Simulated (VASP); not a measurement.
Runs of VASP 6.6.1 on Mg3B. The structure is that of space group Pm-3m (No. 221), or close to it. The cells are those of the table. 

```tsv
task	cell	k mesh	cutoff (eV)	gap on the mesh (eV)	pressure (GPa)
relaxation of cell and atoms	relaxed from a = 3.937 Å, 4 atoms	4 × 4 × 4	600	-	0.0
single point	a = 4.047 Å, 4 atoms	4 × 4 × 4	520	none	(a)
single point	a = 3.937 Å, 4 atoms	4 × 4 × 4	520	none	5.3
single point	a = 4.044 Å, 4 atoms	12 × 12 × 12	520	none	-0.1
```

Alike in all rows: level PBE; potentials or basis VASP PAW PBE potentials, release 64 (Mg, B); no spin polarisation; smearing gaussian 0.1 eV.

Question: Fill in the values left out.

Answer: (a) -0.2.

Caveats: some runs use coarse meshes; the bands computed are all filled at some k points, so no gap is given (some runs).

A gap of «none» marks levels without a gap at the run's occupations.
